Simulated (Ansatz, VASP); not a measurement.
**Ti in VASP and in Ansatz**

INCAR

```
PREC = Accurate
ENCUT = 520
EDIFF = 1E-7
ISMEAR = -1
SIGMA = 0.01
LREAL = F
LASPH = T
NELM = 60
ALGO = Normal
ISIF = 2
LWAVE = F
LCHARG = F
GGA = PE
NBANDS = 12
```

The input KPOINTS:

```
Automatic mesh
0
Gamma
  14 14 14
```

File POSCAR:

```
Ti
1.0
   -1.6410000000      1.6410000000      1.6410000000
    1.6410000000     -1.6410000000      1.6410000000
    1.6410000000      1.6410000000     -1.6410000000
Ti
1
Direct
    0.0000000000      0.0000000000      0.0000000000
```

Input for Ansatz:

```yaml
crystal:
  lattice:
    - [-1.641, 1.641, 1.641]
    - [1.641, -1.641, 1.641]
    - [1.641, 1.641, -1.641]
  atoms:
    - { symbol: Ti, position: [0.0, 0.0, 0.0] }
kpoints:
  mp_grid: { grid: [14, 14, 14] }
scf:
  occupations: { method: fermi_dirac, width: 0.01 }
hamiltonian:
  xc: pbe
  pseudopotentials: { kind: all_electron, lapw: { basis_error: 0.00025 } }
output:
  forces: true
  stress: true
  eigenvalues: true
```

Alike in both runs: task single point; functional PBE; k mesh 14 × 14 × 14; occupations fermi-dirac, width 0.01 eV; no spin polarisation.

|  | VASP | Ansatz |
| --- | --- | --- |
| version | VASP 6.6.1 | Ansatz 0.2.0 |
| potentials or method | VASP PAW PBE potentials, release 64 (Ti_sv), cutoff 520 eV | all-electron LAPW, scalar-relativistic |

VASP gave:

| Property | Result |
| --- | --- |
| pressure (GPa) | -2.7 |

Task: Which values does Ansatz return?

Result: Pressure (GPa): -2.5.

Ansatz ran all-electron here, and VASP with PAW potentials.
